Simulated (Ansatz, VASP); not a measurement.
## Two plane-wave programs on As

File INCAR:

```
PREC = Accurate
ENCUT = 600
EDIFF = 1E-6
ISMEAR = 0
SIGMA = 0.02
LREAL = False
LASPH = True
NELM = 120
ALGO = Normal
ISIF = 2
LWAVE = False
LCHARG = False
GGA = PE
NBANDS = 38
GGA_COMPAT = False
```

KPOINTS

```
regular mesh
0
Gamma
  4 4 4
```

Contents of POSCAR:

```
As
1.0
    5.5711154111      0.0000000000      0.0000000000
    0.0000000000      5.5711154111      0.0000000000
    0.0000000000      0.0000000000      7.2924211023
As
4
Direct
    0.9042752000      0.9042752000      0.0000000000
    0.5957248000      0.4042752000      0.5000000000
    0.0957248000      0.0957248000      0.0000000000
    0.4042752000      0.5957248000      0.5000000000
```

Input for Ansatz:

```yaml
crystal:
  lattice:
    - [5.5711154111, 0.0, 0.0]
    - [0.0, 5.5711154111, 0.0]
    - [0.0, 0.0, 7.2924211023]
  atoms:
    - { symbol: As, position: [0.9042752, 0.9042752, 0.0] }
    - { symbol: As, position: [0.5957248, 0.4042752, 0.5] }
    - { symbol: As, position: [0.0957248, 0.0957248, 0.0] }
    - { symbol: As, position: [0.4042752, 0.5957248, 0.5] }
basis:
  ecutwfc: 420
kpoints:
  mp_grid: { grid: [4, 4, 4] }
hamiltonian:
  xc: pbe
scf:
  occupations: { method: gaussian, width: 0.02 }
output:
  forces: true
  stress: true
  eigenvalues: true
```

Alike in both runs: task single point; functional PBE; k mesh 4 × 4 × 4; occupations gaussian, width 0.02 eV; no spin polarisation.

|  | VASP | Ansatz |
| --- | --- | --- |
| version | VASP 6.6.1 | Ansatz 0.2.0 |
| potentials or method | VASP PAW PBE potentials, release 64 (As_d), cutoff 600 eV | scalar-relativistic, plane waves, PAW |
| valence electrons in the cell | 60 | 60 |

Ansatz gave:

```
gap on the k mesh at the Fermi level (eV)                     : 2.79
least direct gap on the mesh (eV)                             : 3.03
pressure (GPa)                                                : 43.7
traceless stress, the component that is largest in VASP (GPa) : -43.65
rms of the force components (eV/Å)                            : 35.427
```

Q: Estimate VASP's values.

A: gap on the k mesh at the Fermi level (eV): 2.62; least direct gap on the mesh (eV): 2.86; pressure (GPa): 41.8; traceless stress, the component that is largest in VASP (GPa): -41.74; rms of the force components (eV/Å): 33.879.

Atom by atom the forces differ by 1.548 eV/Å (rms over components). Both programs put the cell under a high pressure, so it lies far from rest at this level.
